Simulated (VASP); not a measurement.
# Pd (Fm-3m) in VASP: further runs

Pd is run at these levels: PBE; tasks: single point.

Everything below comes from runs of VASP 6.6.1. Logs are shortened: lines on timing, memory, paths and dates and some standing lists are left out, and cuts for length are marked.

### 1 The cell of the first run

It takes space group Fm-3m (No. 225, cubic). The conventional cell has a = 3.890 Å, b = 3.890 Å, c = 3.890 Å, α = 90.00°, β = 90.00°, γ = 90.00°. Within 3.6 Å of Pd (site symmetry m-3m) lie 12 Pd at 2.75 Å.

### 2 Single point, PBE

INCAR

```
ALGO = Fast
EDIFF = 1E-6
ENCUT = 520
GGA = PE
ISIF = 2
ISMEAR = 0
LASPH = True
LCHARG = False
LREAL = False
LWAVE = False
NBANDS = 11
NELM = 80
PREC = Accurate
SIGMA = 0.15
```

KPOINTS

```
k-points
0
Gamma
  20 20 20
```

POSCAR

```
Pd
1.0
    0.0000000000      1.9449000000      1.9449000000
    1.9449000000      0.0000000000      1.9449000000
    1.9449000000      1.9449000000      0.0000000000
Pd
1
Direct
    0.0000000000      0.0000000000      0.0000000000
```

Potentials or basis: VASP PAW PBE potentials, release 64 (Pd).

Command:

```
$ cat potpaw_PBE.64/Pd/POTCAR > POTCAR
$ mpirun -np 1 vasp_std > vasp.out
```

OUTCAR:

```text
EDIFF = 1E-6
   ENCUT = 520
   GGA = PE
   ISIF = 2
   ISMEAR = 0
   LASPH = True
   LREAL = False
   NELM = 80
   PREC = Accurate

 ion  position               nearest neighbor table
   1  0.000  0.000  0.000-

  LATTYP: Found a face centered cubic cell.
 ALAT       =     3.8898000000

  Lattice vectors:

 A1 = (   0.0000000000,   1.9449000000,   1.9449000000)
 A2 = (   1.9449000000,   0.0000000000,   1.9449000000)
 A3 = (   1.9449000000,   1.9449000000,   0.0000000000)

Analysis of symmetry for initial positions (statically):
=====================================================================
 Subroutine PRICEL returns:
 Original cell was already a primitive cell.

 Routine SETGRP: Setting up the symmetry group for a
 face centered cubic supercell.

 Subroutine GETGRP returns: Found 48 space group operations
 (whereof 48 operations were pure point group operations)
 out of a pool of 48 trial point group operations.

The static configuration has the point symmetry O_h .

Analysis of symmetry for dynamics (positions and initial velocities):
=====================================================================
 Subroutine PRICEL returns:
 Original cell was already a primitive cell.

 Routine SETGRP: Setting up the symmetry group for a
 face centered cubic supercell.

 Subroutine GETGRP returns: Found 48 space group operations
 (whereof 48 operations were pure point group operations)
 out of a pool of 48 trial point group operations.

The dynamic configuration has the point symmetry O_h .

 Subroutine INISYM returns: Found 48 space group operations
 (whereof 48 operations are pure point group operations),
 and found     1 'primitive' translations

----------------------------------------------------------------------------------------

                                     Primitive cell

  volume of cell :      14.7137

  direct lattice vectors                    reciprocal lattice vectors
     0.000000000  1.944900000  1.944900000    -0.257082626  0.257082626  0.257082626
     1.944900000  0.000000000  1.944900000     0.257082626 -0.257082626  0.257082626
     1.944900000  1.944900000  0.000000000     0.257082626  0.257082626 -0.257082626

  length of vectors
     2.750503957  2.750503957  2.750503957     0.445280171  0.445280171  0.445280171

  position of ions in fractional coordinates (direct lattice)
     0.000000000  0.000000000  0.000000000

  ion indices of the primitive-cell ions
   primitive index   ion index
                 1           1

----------------------------------------------------------------------------------------

 KPOINTS: k-points

Automatic generation of k-mesh.
 Grid dimensions read from file:
 generate k-points for:   20   20   20

 Generating k-lattice:

  Cartesian coordinates                     Fractional coordinates (reciprocal lattice)
    -0.012854131  0.012854131  0.012854131     0.050000000  0.000000000  0.000000000
     0.012854131 -0.012854131  0.012854131     0.000000000  0.050000000  0.000000000
     0.012854131  0.012854131 -0.012854131     0.000000000  0.000000000  0.050000000

  Length of vectors
     0.022264009  0.022264009  0.022264009

  Shift w.r.t. Gamma in fractional coordinates (k-lattice)
     0.000000000  0.000000000  0.000000000

 Subroutine IBZKPT returns following result:
 ===========================================

 Found    256 irreducible k-points:

 Following reciprocal coordinates:
            Coordinates               Weight
  0.000000  0.000000  0.000000      1.000000
  0.050000  0.000000  0.000000      8.000000
  0.100000  0.000000  0.000000      8.000000
  0.150000  0.000000  0.000000      8.000000
  0.200000  0.000000  0.000000      8.000000
  0.250000  0.000000  0.000000      8.000000
[... 16 lines left out ...]
 -0.400000  0.050000  0.000000     24.000000
 -0.350000  0.050000  0.000000     24.000000
 [... further k-points ...]
   k-points           NKPTS =    256   k-points in BZ     NKDIM =    256   number of bands    NBANDS=     11
   number of dos      NEDOS =    301   number of ions     NIONS =      1
   total plane-waves  NPLWV =   8000
   dimension x,y,z NGX =    20 NGY =   20 NGZ =   20
   dimension x,y,z NGXF=    40 NGYF=   40 NGZF=   40
   ions per type =               1
   NGX,Y,Z   is equivalent  to a cutoff of  12.09, 12.09, 12.09 a.u.
   NGXF,Y,Z  is equivalent  to a cutoff of  24.18, 24.18, 24.18 a.u.
 SYSTEM =  unknown system
   PREC   = accura    normal or accurate (medium, high low for compatibility)
   ISTART =      0    job   : 0-new  1-cont  2-samecut
   ICHARG =      2    charge: 1-file 2-atom 10-const
   ISPIN  =      1    spin polarized calculation?
   LNONCOLLINEAR =      F non collinear calculations
   LSORBIT =      F    spin-orbit coupling
   LASPH  =      T    aspherical Exc in radial PAW
   ENCUT  =  520.0 eV  38.22 Ry    6.18 a.u.   5.11  5.11  5.11*2*pi/ulx,y,z
   NELM   =     80;   NELMIN=  2; NELMDL= -5     # of ELM steps
   EDIFF  = 0.1E-05   stopping-criterion for ELM
   LREAL  =      F    real-space projection
   EDIFFG = 0.1E-04   stopping-criterion for IOM
   NSW    =      0    number of steps for IOM
   IBRION =     -1    ionic relax: 0-MD 1-quasi-New 2-CG
   NFREE  =      0    steps in history (QN), initial steepest desc. (CG)
   ISIF   =      2    stress and relaxation
   ISYM   =      2    0-nonsym 1-usesym 2-fastsym
   POTIM  = 0.5000    time-step for ionic-motion
   TEBEG  =    0.0;   TEEND  =   0.0 temperature during run
   PSTRESS=    0.0 pullay stress
   NELECT =      10.0000    total number of electrons
   NUPDOWN=      -1.0000    fix difference up-down
   EMIN   =  10.00;   EMAX   =-10.00  energy-range for DOS
   EFERMI =   0.00;   METHOD = LEGACY
   ISMEAR =     0;   SIGMA  =   0.15  broadening in eV -4-tet -1-fermi 0-gaus
   EFERMI_NEDOS =   21; number of points for ismear=-14 and -15
   IALGO  =     68    algorithm
   IMIX   =      4    mixing-type and parameters
     AMIX     =   0.40;   BMIX     =  1.00
     AMIX_MAG =   1.60;   BMIX_MAG =  1.00
  volume/ion in A,a.u.               =      14.71        99.29
  Fermi-wavevector in a.u.,A,eV,Ry     =   1.439354  2.719984 28.187725  2.071739
  Thomas-Fermi vector in A             =   2.558219
   LORBIT       =      0    0 simple, 1 ext, 2 COOP (PROOUT), +10 PAW based schemes
   GGA     = PE    functional components
   LHFCALC =     F    Hartree Fock is set to
   AEXX    =    0.0000 exact exchange contribution
   IVDW    =     0    specifies the selected vdW correction
   LEPSILON=     F    determine dielectric tensor
   LRPA    =     F    only Hartree local field effects (RPA)
 non-spin polarized calculation
 RMM-DIIS sequential band-by-band and
 Gauss-broadening in eV      SIGMA  =   0.15
  energy-cutoff  :      520.00
  volume of cell :       14.71
 maximum number of plane-waves:       415
   NGX = 11   NGY = 11   NGZ = 11

 number of electron      10.0000000 magnetization

 Free energy of the ion-electron system (eV)
  ---------------------------------------------------
  ext. energy  EPLUGINS =         0.00000000
  ---------------------------------------------------
  free energy    TOTEN  =        -5.21641327 eV

  energy without entropy =       -5.18925496  energy(sigma->0) =       -5.20283412

 E-fermi :   9.8174     XC(G=0): -13.2017

 val. band max:        9.8140947281   @ k =   0.4500   0.1500   0.0000
 cond. band min:       9.8253400475   @ k =  -0.4500   0.3000   0.0500
 fundamental gap:      0.0112453194
 Fermi energy:         9.8174280884

 k-point     1 :       0.0000    0.0000    0.0000
  band No.  band energies     occupation
      1       2.6660      2.00000
      2       6.9693      2.00000
      3       6.9693      2.00000
      4       6.9693      2.00000
      5       8.5854      2.00000
      6       8.5854      2.00000
      7      27.0194      0.00000
      8      31.8108      0.00000
      9      31.8108      0.00000
     10      31.8108      0.00000
     11      37.0628      0.00000

 k-point     2 :       0.0500    0.0000    0.0000
  band No.  band energies     occupation
      1       2.7574      2.00000
      2       6.9363      2.00000
      3       7.0014      2.00000
      4       7.0014      2.00000
      5       8.5697      2.00000
      6       8.5697      2.00000
      7      27.1185      0.00000
      8      31.1785      0.00000
      9      31.9165      0.00000
     10      31.9165      0.00000
     11      37.5108      0.00000

 k-point     3 :       0.1000    0.0000    0.0000
  band No.  band energies     occupation
      1       3.0237      2.00000
      2       6.8508      2.00000
      3       7.0878      2.00000
      4       7.0878      2.00000
      5       8.5339      2.00000
      6       8.5339      2.00000
      7      27.3592      0.00000
      8      29.8347      0.00000
      9      32.2204      0.00000
     10      32.2204      0.00000
     11      37.5083      0.00000

 k-point     4 :       0.1500    0.0000    0.0000
  band No.  band energies     occupation
      1       3.4358      2.00000
      2       6.7555      2.00000
      3       7.1955      2.00000
      4       7.1955      2.00000
      5       8.5138      2.00000
      6       8.5138      2.00000
      7      27.3799      0.00000
      8      28.5295      0.00000
      9      32.6775      0.00000
     10      32.6775      0.00000
     11      36.5147      0.00000
[... 239 lines left out ...]
 k-point    22 :      -0.4500    0.0500    0.0000
  band No.  band energies     occupation
      1       4.5771      2.00000
      2       6.8868      2.00000
      3       6.9779      2.00000
      4       9.3167      2.00000
      5       9.7118      1.68076
      6      11.1981      0.00000
      7      17.4168      0.00000
      8      26.4751      0.00000
      9      30.4389      0.00000
     10      31.0353      0.00000
     11      37.3076      0.00000

 k-point    23 :      -0.4000    0.0500    0.0000
  band No.  band energies     occupation
      1       4.6174      2.00000
      2       6.9437      2.00000
      3       7.0196      2.00000
      4       9.0318      2.00000
      5       9.5101      1.99624
      6      10.5515      0.00000
      7      18.5513      0.00000
      8      26.6766      0.00000
      9      30.5736      0.00000
     10      31.6991      0.00000
     11      36.9150      0.00000

 k-point    24 :      -0.3500    0.0500    0.0000
  band No.  band energies     occupation
      1       4.6681      2.00000
      2       7.0323      2.00000
      3       7.0978      2.00000
      4       8.3995      2.00000
      5       9.2252      2.00000
      6       9.9247      0.31197
      7      20.1599      0.00000
      8      27.0324      0.00000
      9      30.9740      0.00000
     10      32.6751      0.00000
     11      36.3050      0.00000

 [... further k-points ...]
[... 5 lines left out ...]
  --------------------------------------------------------------------------------------
  -------------------------------------------------------------------------------------
  Total        0.6759356      0.6759356      0.6759356      0.0000000      0.0000000      0.0000000
  in kB       73.6027584     73.6027584     73.6027584      0.0000000      0.0000000      0.0000000
  external PRESSURE =      73.6027584 kB  Pullay stress =       0.0000000 kB

 VOLUME and BASIS-vectors are now :
 -----------------------------------------------------------------------------
  energy-cutoff  :      520.00
  volume of cell :       14.71
      direct lattice vectors                 reciprocal lattice vectors
     0.000000000  1.944900000  1.944900000    -0.257082626  0.257082626  0.257082626
     1.944900000  0.000000000  1.944900000     0.257082626 -0.257082626  0.257082626
     1.944900000  1.944900000  0.000000000     0.257082626  0.257082626 -0.257082626

 POSITION                                       TOTAL-FORCE (eV/Angst)
 -----------------------------------------------------------------------------------
      0.00000      0.00000      0.00000         0.000000      0.000000     -0.000000
 -----------------------------------------------------------------------------------
    total drift:                                0.000000      0.000000      0.000000

  FREE ENERGIE OF THE ION-ELECTRON SYSTEM (eV)
  ---------------------------------------------------
  free  energy   TOTEN  =        -5.2164132685 eV

  energy  without entropy=       -5.1892549631  energy(sigma->0) =       -5.20283412
```

Run time: 28 s. Hardware: 1 thread of Intel Xeon Platinum 8259CL at 2.50GHz (Skylake/Cascade Lake), shared host; peak memory 0.15 GiB.

What came out:

| Property | Result |
| --- | --- |
| Free energy | -5.2164 eV |
| Pressure | 7.4 GPa |
| Band gap on the k mesh | zero (band 5 reaches 10.11 eV, above the bottom of band 6 at 8.51 eV) |

### 3 Single point, PBE

INCAR

```
PREC = Accurate ; ENCUT = 520
EDIFF = 1E-6 ; ISMEAR = 0
SIGMA = 0.15 ; LREAL = False
LASPH = True ; NELM = 60
ALGO = Fast ; ISIF = 2
LWAVE = False ; LCHARG = False
GGA = PE ; NBANDS = 11
```

KPOINTS

```
regular mesh
0
Gamma
  24 24 24
```

POSCAR is that of step 2.

Potentials or basis: VASP PAW PBE potentials, release 64 (Pd).

Command:

```
$ cat potpaw_PBE.64/Pd/POTCAR > POTCAR
$ mpirun -np 1 vasp_std > vasp.out
```

It took 44 s on 1 thread of Intel Xeon Platinum 8259CL at 2.50GHz (Skylake/Cascade Lake), shared host; peak memory 0.18 GiB.

Results (log left out):

* Free energy: -5.2179 eV
* Pressure: 7.4 GPa
* Band gap on the k mesh: zero (band 5 reaches 10.12 eV, above the bottom of band 6 at 8.53 eV)

Levels at points of the mesh, in eV from the Fermi level:
```tsv
k point	band 3	band 4	band 5	band 6	band 7	band 8
(0.00, 0.00, 0.00)	-2.86	-2.86	-1.24	-1.24	17.18	21.97
(0.50, 0.00, 0.00)	-2.91	-0.04	-0.04	1.00	7.33	16.54
(0.50, 0.50, 0.00)	-0.07	0.28	0.28	3.34	10.79	13.21
```
